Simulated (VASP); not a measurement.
# COH2 in VASP: single point with PBE+D3(BJ)

Aim: the single point of COH2 with PBE+D3(BJ).

All numbers are computed with VASP 6.6.1; they aren't measurements. Logs are shortened: lines on timing, memory, paths and dates and some standing lists are left out, and cuts for length are marked.

## 1. The cell of the first run

The cell holds a molecule in a box, 4 atoms: a = 6.371 Å, b = 6.371 Å, c = 27.427 Å, α = 90.00°, β = 90.00°, γ = 120.00°.

## 2. Single point, PBE+D3(BJ)

Input file INCAR:

```
ALGO = Normal ; DIPOL = 0.5 0.5 0.615
EDIFF = 1E-6 ; ENCUT = 520
GGA = PE ; GGA_COMPAT = F
IDIPOL = 3 ; ISIF = 2
ISMEAR = 0 ; IVDW = 12
LASPH = T ; LCHARG = F
LDIPOL = T ; LREAL = F
LWAVE = F ; NBANDS = 14
NELM = 120 ; NELMDL = -8
PREC = Accurate ; SIGMA = 0.1
```

Input file KPOINTS:

```
k-points
0
Gamma
  4 4 1
```

Input file POSCAR:

```
H2CO
1.0
    6.3710095759      0.0000000000      0.0000000000
   -3.1855047880      5.5174561405      0.0000000000
    0.0000000000      0.0000000000     27.4268285402
C O H
1 1 2
Direct
   -0.1802839977      0.6616039813      0.6133889984
   -0.4255392573      0.5572997968      0.6213529251
    0.3029955983      1.1361677465      0.6129587037
    0.5038241204      0.9616208315      0.6107213960
```

Potentials or basis: VASP PAW PBE potentials, release 64 (C, O, H).

Launch:

```bash
cat potpaw_PBE.64/C/POTCAR potpaw_PBE.64/O/POTCAR potpaw_PBE.64/H/POTCAR > POTCAR
mpirun -np 1 vasp_std > vasp.out
```

OUTCAR:

```text
EDIFF = 1E-6
   ENCUT = 520
   GGA = PE
   ISIF = 2
   ISMEAR = 0
   IVDW = 12
   LASPH = T
   LREAL = F
   NELM = 120
   NELMDL = -8
   PREC = Accurate
 IVDW          = 12

 ion  position               nearest neighbor table
   1  0.820  0.662  0.613-   2 1.38
   2  0.574  0.557  0.621-   1 1.38
   3  0.303  0.136  0.613-
   4  0.504  0.962  0.611-

  LATTYP: Found a hexagonal cell.
 ALAT       =     6.3710095759
 C/A-ratio  =     4.3049422879

  Lattice vectors:

 A1 = (   6.3710095759,   0.0000000000,   0.0000000000)
 A2 = (  -3.1855047880,   5.5174561405,   0.0000000000)
 A3 = (   0.0000000000,   0.0000000000,  27.4268285402)

Analysis of symmetry for initial positions (statically):
=====================================================================
 Subroutine PRICEL returns:
 Original cell was already a primitive cell.

 Routine SETGRP: Setting up the symmetry group for a
 hexagonal supercell.

 Subroutine GETGRP returns: Found  1 space group operations
 (whereof  1 operations were pure point group operations)
 out of a pool of 24 trial point group operations.

The static configuration has the point symmetry C_1 .

Analysis of symmetry for dynamics (positions and initial velocities):
=====================================================================
 Subroutine PRICEL returns:
 Original cell was already a primitive cell.

 Routine SETGRP: Setting up the symmetry group for a
 hexagonal supercell.

 Subroutine GETGRP returns: Found  1 space group operations
 (whereof  1 operations were pure point group operations)
 out of a pool of 24 trial point group operations.

The dynamic configuration has the point symmetry C_1 .

 Subroutine INISYM returns: Found  1 space group operations
 (whereof  1 operations are pure point group operations),
 and found     1 'primitive' translations

----------------------------------------------------------------------------------------

                                     Primitive cell

  volume of cell :     964.1015

  direct lattice vectors                    reciprocal lattice vectors
     6.371009576  0.000000000  0.000000000     0.156960995  0.090621473  0.000000000
    -3.185504788  5.517456141  0.000000000     0.000000000  0.181242945  0.000000000
     0.000000000  0.000000000 27.426828540     0.000000000  0.000000000  0.036460650

  length of vectors
     6.371009576  6.371009576 27.426828540     0.181242945  0.181242945  0.036460650

  position of ions in fractional coordinates (direct lattice)
     0.819716002  0.661603981  0.613388998
     0.574460743  0.557299797  0.621352925
     0.302995598  0.136167746  0.612958704
     0.503824120  0.961620831  0.610721396

  ion indices of the primitive-cell ions
   primitive index   ion index
                 1           1
                 2           2
                 3           3
                 4           4

----------------------------------------------------------------------------------------

 KPOINTS: k-points

Automatic generation of k-mesh.
 Grid dimensions read from file:
 generate k-points for:    4    4    1

 Generating k-lattice:

  Cartesian coordinates                     Fractional coordinates (reciprocal lattice)
     0.039240249  0.022655368  0.000000000     0.250000000  0.000000000  0.000000000
     0.000000000  0.045310736  0.000000000     0.000000000  0.250000000  0.000000000
     0.000000000  0.000000000  0.036460650     0.000000000  0.000000000  1.000000000

  Length of vectors
     0.045310736  0.045310736  0.036460650

  Shift w.r.t. Gamma in fractional coordinates (k-lattice)
     0.000000000  0.000000000  0.000000000

 Subroutine IBZKPT returns following result:
 ===========================================

 Found     10 irreducible k-points:

 Following reciprocal coordinates:
            Coordinates               Weight
  0.000000  0.000000  0.000000      1.000000
  0.250000  0.000000  0.000000      2.000000
  0.000000  0.250000  0.000000      2.000000
 -0.250000  0.250000  0.000000      2.000000
  0.500000  0.000000  0.000000      1.000000
  0.000000  0.500000  0.000000      1.000000
  0.500000  0.500000  0.000000      1.000000
  0.250000  0.250000  0.000000      2.000000
 -0.250000  0.500000  0.000000      2.000000
  0.500000  0.250000  0.000000      2.000000
   k-points           NKPTS =     10   k-points in BZ     NKDIM =     10   number of bands    NBANDS=     14
   number of dos      NEDOS =    301   number of ions     NIONS =      4
   total plane-waves  NPLWV = 483840
   dimension x,y,z NGX =    48 NGY =   48 NGZ =  210
   dimension x,y,z NGXF=    96 NGYF=   96 NGZF=  420
   ions per type =               1   1   2
   NGX,Y,Z   is equivalent  to a cutoff of  12.53, 12.53, 12.73 a.u.
   NGXF,Y,Z  is equivalent  to a cutoff of  25.05, 25.05, 25.46 a.u.
 SYSTEM =  unknown system
   PREC   = accura    normal or accurate (medium, high low for compatibility)
   ISTART =      0    job   : 0-new  1-cont  2-samecut
   ICHARG =      2    charge: 1-file 2-atom 10-const
   ISPIN  =      1    spin polarized calculation?
   LNONCOLLINEAR =      F non collinear calculations
   LSORBIT =      F    spin-orbit coupling
   LASPH  =      T    aspherical Exc in radial PAW
   ENCUT  =  520.0 eV  38.22 Ry    6.18 a.u.  11.85 11.85 51.00*2*pi/ulx,y,z
   NELM   =    120;   NELMIN=  2; NELMDL= -8     # of ELM steps
   EDIFF  = 0.1E-05   stopping-criterion for ELM
   LREAL  =      F    real-space projection
   EDIFFG = 0.1E-04   stopping-criterion for IOM
   NSW    =      0    number of steps for IOM
   IBRION =     -1    ionic relax: 0-MD 1-quasi-New 2-CG
   NFREE  =      0    steps in history (QN), initial steepest desc. (CG)
   ISIF   =      2    stress and relaxation
   ISYM   =      2    0-nonsym 1-usesym 2-fastsym
   POTIM  = 0.5000    time-step for ionic-motion
   TEBEG  =    0.0;   TEEND  =   0.0 temperature during run
   PSTRESS=    0.0 pullay stress
   NELECT =      12.0000    total number of electrons
   NUPDOWN=      -1.0000    fix difference up-down
   EMIN   =  10.00;   EMAX   =-10.00  energy-range for DOS
   EFERMI =   0.00;   METHOD = LEGACY
   ISMEAR =     0;   SIGMA  =   0.10  broadening in eV -4-tet -1-fermi 0-gaus
   EFERMI_NEDOS =   21; number of points for ismear=-14 and -15
   IALGO  =     38    algorithm
   IMIX   =      4    mixing-type and parameters
     AMIX     =   0.40;   BMIX     =  1.00
     AMIX_MAG =   1.60;   BMIX_MAG =  1.00
  volume/ion in A,a.u.               =     241.03      1626.52
  Fermi-wavevector in a.u.,A,eV,Ry     =   0.379397  0.716957  1.958455  0.143942
  Thomas-Fermi vector in A             =   1.313412
   LORBIT       =      0    0 simple, 1 ext, 2 COOP (PROOUT), +10 PAW based schemes
   GGA     = PE    functional components
   LHFCALC =     F    Hartree Fock is set to
   AEXX    =    0.0000 exact exchange contribution
   IVDW    =    12    specifies the selected vdW correction
   LEPSILON=     F    determine dielectric tensor
   LRPA    =     F    only Hartree local field effects (RPA)
 non-spin polarized calculation
 Gauss-broadening in eV      SIGMA  =   0.10
  energy-cutoff  :      520.00
  volume of cell :      964.10
 maximum number of plane-waves:     25979
   NGX = 23   NGY = 23   NGZ =101

 number of electron      12.0000002 magnetization

 dipolmoment           0.000000      0.000000      0.014018 electrons x Angstroem

 Free energy of the ion-electron system (eV)
  ---------------------------------------------------
  ext. energy  EPLUGINS =         0.00000000
  ---------------------------------------------------
  free energy    TOTEN  =       -14.97781908 eV

  energy without entropy =      -14.97781908  energy(sigma->0) =      -14.97781908

 E-fermi :  -6.3553     XC(G=0):  -0.8296

 val. band max:       -6.8104106641   @ k =   0.5000   0.5000   0.0000
 cond. band min:      -4.9535473502   @ k =   0.5000   0.5000   0.0000
 fundamental gap:      1.8568633139
 Fermi energy:        -6.3553175741

 k-point     1 :       0.0000    0.0000    0.0000
  band No.  band energies     occupation
      1     -26.1580      2.00000
      2     -14.2291      2.00000
      3     -10.0566      2.00000
      4      -9.9808      2.00000
      5      -9.4196      2.00000
      6      -6.8857      2.00000
      7      -4.8702      0.00000
      8      -3.8405      0.00000
      9      -3.4825      0.00000
     10      -0.1046      0.00000
     11      -0.0486      0.00000
     12       0.2888      0.00000
     13       0.5496      0.00000
     14       0.9800      0.00000

 k-point     2 :       0.2500    0.0000    0.0000
  band No.  band energies     occupation
      1     -26.1578      2.00000
      2     -14.2376      2.00000
      3     -10.0692      2.00000
      4      -9.9798      2.00000
      5      -9.3515      2.00000
      6      -6.9314      2.00000
      7      -4.7858      0.00000
      8      -3.8500      0.00000
      9      -3.6485      0.00000
     10       0.1727      0.00000
     11       0.2141      0.00000
     12       0.5813      0.00000
     13       0.8543      0.00000
     14       1.2138      0.00000
[... 105 lines left out ...]
      1     -26.1578      2.00000
      2     -14.2369      2.00000
      3     -10.1153      2.00000
      4      -9.9787      2.00000
      5      -9.3317      2.00000
      6      -6.8182      2.00000
      7      -4.8531      0.00000
      8      -3.8475      0.00000
      9      -3.7129      0.00000
     10       0.7080      0.00000
     11       0.7265      0.00000
     12       1.1674      0.00000
     13       1.4121      0.00000
     14       1.4354      0.00000

 k-point    10 :       0.5000    0.2500    0.0000
  band No.  band energies     occupation
      1     -26.1578      2.00000
      2     -14.2399      2.00000
      3     -10.0916      2.00000
      4      -9.9789      2.00000
      5      -9.3225      2.00000
      6      -6.8950      2.00000
      7      -4.8320      0.00000
      8      -3.8510      0.00000
      9      -3.6808      0.00000
     10       0.7048      0.00000
     11       0.7768      0.00000
     12       1.1094      0.00000
     13       1.2345      0.00000
     14       1.4483      0.00000

------------------------ aborting loop because EDIFF is reached ----------------------------------------

 vacuum level on the upper side and lower side of the slab       (xc-potential included)         0.031        -0.040

 Edisp (eV)   -0.06056

 E8    (eV) :    -0.0149

  FORCE on cell =-STRESS in cart. coord.  units (eV):
  Direction    XX          YY          ZZ          XY          YZ          ZX
  --------------------------------------------------------------------------------------
  -------------------------------------------------------------------------------------
  Total     -16.74222    -3.66102    -0.45179    -3.98113     1.02513     2.40116
  in kB     -27.82280    -6.08402    -0.75080    -6.61598     1.70360     3.99032
  external pressure =      -11.55 kB  Pullay stress =        0.00 kB

 VOLUME and BASIS-vectors are now :
 -----------------------------------------------------------------------------
  energy-cutoff  :      520.00
  volume of cell :      964.10
      direct lattice vectors                 reciprocal lattice vectors
     6.371009576  0.000000000  0.000000000     0.156960995  0.090621473  0.000000000
    -3.185504788  5.517456141  0.000000000     0.000000000  0.181242945  0.000000000
     0.000000000  0.000000000 27.426828540     0.000000000  0.000000000  0.036460650

 POSITION                                       TOTAL-FORCE (eV/Angst)
 -----------------------------------------------------------------------------------
      3.11488      3.65037     16.82331       -10.460384     -4.896849      1.843436
      1.88461      3.07488     17.04174        10.406712      4.978161     -1.845516
      1.49662      0.75130     16.81151         2.145097     -1.113737     -0.070591
      0.14662      5.30570     16.75015        -2.091425      1.032424      0.072671
 -----------------------------------------------------------------------------------
    total drift:                                0.000025      0.000244      0.000123

  FREE ENERGIE OF THE ION-ELECTRON SYSTEM (eV)
  ---------------------------------------------------
  free  energy   TOTEN  =       -15.0383792113 eV

  energy  without entropy=      -15.0383792113  energy(sigma->0) =      -15.03837921

 vacuum level on the upper side and lower side of the slab         0.254         0.182
```

Wall time 3.8 min (1 thread of Intel Xeon Platinum 8559C (Emerald Rapids), shared host); peak memory 1 GiB.

Results:

| Property | Result |
| --- | --- |
| Free energy | -15.0384 eV |
| Largest force | 11.696 eV/Å |
| Gap between the frontier levels | 1.86 eV, direct |
| Dispersion energy per atom | -0.015 eV |

Forces on the atoms (eV/Å):
```
C   -10.460  -4.897   1.843
O    10.407   4.978  -1.846
H     2.145  -1.114  -0.071
H    -2.091   1.032   0.073
```
